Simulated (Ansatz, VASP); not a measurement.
# One calculation of Ni, two programs

The input INCAR:

```
  PREC = Accurate
  ENCUT = 520
  EDIFF = 1E-7
  ISMEAR = -1
  SIGMA = 0.08
  LREAL = False
  LASPH = True
  NELM = 150
  ALGO = Normal
  ISIF = 2
  LWAVE = False
  LCHARG = True
  ISPIN = 2
  MAGMOM = 1 1
  LORBIT = 11
  LMAXMIX = 4
  GGA = PS
  LELF = True
  LVHAR = True
  NBANDS = 21
```

File KPOINTS:

```
regular mesh
0
Gamma
  14 14 14
```

The input POSCAR:

```
Ni
1.0
    0.0000000000      2.4182848600      2.4182848600
    2.4182848600      0.0000000000      2.4182848600
    2.4182848600      2.4182848600      0.0000000000
Ni
2
Direct
   -0.1250000000     -0.1250000000     -0.1250000000
    0.1250000000      0.1250000000      0.1250000000
```

Input for Ansatz:

```yaml
crystal:
  lattice:
    - [0.0, 2.41828486, 2.41828486]
    - [2.41828486, 0.0, 2.41828486]
    - [2.41828486, 2.41828486, 0.0]
  atoms:
    - { symbol: Ni, position: [-0.125, -0.125, -0.125], spin: 1.0 }
    - { symbol: Ni, position: [0.125, 0.125, 0.125], spin: 1.0 }
magnetization:
  spin_polarized: true
kpoints:
  mp_grid: { grid: [14, 14, 14] }
  band_path:
    path:
      - [0.0, 0.0, 0.0]
      - [0.5, 0.0, 0.5]
      - [0.625, 0.25, 0.625]
      - [0.375, 0.375, 0.75]
      - [0.0, 0.0, 0.0]
      - [0.5, 0.5, 0.5]
      - [0.5, 0.25, 0.75]
      - [0.5, 0.0, 0.5]
    npoints: 8
scf:
  occupations: { method: fermi_dirac, width: 0.08 }
hamiltonian:
  xc: pbesol
  pseudopotentials: { kind: paw }
output:
  forces: true
  stress: true
  eigenvalues: true
  populations: true
  dos: { projected: true, de: 0.2, e_range: [-14, 8] }
```

Change from the starting cell: volume scaled by 0.9, PAW files.

Alike in both runs: task single point; functional PBEsol; k mesh 14 × 14 × 14; occupations fermi-dirac, width 0.08 eV; collinear spin.

|  | VASP | Ansatz |
| --- | --- | --- |
| version | VASP 6.6.1 | Ansatz 0.2.0 |
| potentials or method | VASP PAW PBE potentials, release 64 (Ni) | PAW with Ansatz's default frozen-core files, scalar-relativistic |
| plane-wave cutoff (eV) | 520 | 420 |
| valence electrons in the cell | 20 | 36 |

Ansatz gave:

```
pressure (GPa)                                                : 14.5
net moment per atom (μB)                                      : 0.79
size of the moment on the site where the two differ most (μB) : 0.81
```

Problem. Which values does VASP return?

Solution. Pressure (GPa): 13.9; net moment per atom (μB): 0.78; size of the moment on the site where the two differ most (μB): 0.77.

VASP's potentials were made for PBE, not for PBEsol. Site moments also hang on the region over which each program counts them. The functional is the same, so the differences come from potentials, cutoffs and numerics. VASP's potentials hold 20 valence electrons a cell and Ansatz's 36, so a difference there can come from the potentials and not from the codes.
